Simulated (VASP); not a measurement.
Input of a VASP 6.6.1 run:

Contents of POSCAR:

```
PtSe2
1.0
    3.7166002913      0.0000000000      0.0000000000
   -1.8583001457      3.2186702680      0.0000000000
    0.0000000000      0.0000000000      5.8297268771
Pt Se
1 2
Direct
    0.0000000000      0.0000000000      0.0000000000
    0.3333333333      0.6666666667      0.2249744229
    0.6666666667      0.3333333333      0.7750255771
```

INCAR.step1

```
SYSTEM = PtSe2
PREC = Accurate
ENCUT = 520
ISMEAR = 0
SIGMA = 0.05
LREAL = .FALSE.
LASPH = .TRUE.
NELM = 60
NBANDS = 18
GGA = PE
ALGO = Normal
EDIFF = 1E-4
LWAVE = .TRUE.
LCHARG = .FALSE.
```

Contents of INCAR.step2:

```
SYSTEM = PtSe2
PREC = Accurate
ENCUT = 520
EDIFF = 1E-6
ISMEAR = 0
SIGMA = 0.05
LREAL = .FALSE.
LASPH = .TRUE.
NELM = 60
ALGO = Normal
ISIF = 2
LWAVE = .FALSE.
LCHARG = .TRUE.
METAGGA = R2SCAN
LMIXTAU = .TRUE.
LELF = .TRUE.
LVHAR = .TRUE.
NBANDS = 18
ISTART = 1
```

KPOINTS

```
regular mesh
0
G
  8 8 4
  0 0 0
```

Potentials or basis: VASP PAW PBE potentials, release 64 (Pt, Se).

Command:

```sh
$ cat potpaw_PBE.64/Pt/POTCAR potpaw_PBE.64/Se/POTCAR > POTCAR
$ cp INCAR.step1 INCAR
$ mpirun -np 1 vasp_std > vasp.out
$ cp INCAR.step2 INCAR
$ mpirun -np 1 vasp_std > vasp.out
```

Q: Predict the pressure.

A: 0.1 GPa.

Q: Estimate the largest force.

A: 0.010 eV/Å.

Forces on the atoms (eV/Å):
```
Pt   0.000  0.000  0.000
Se   0.000  0.000  0.010
Se   0.000  0.000 -0.010
```

Caveat: the PAW data sets were made with another functional, which shifts forces and pressure a little.
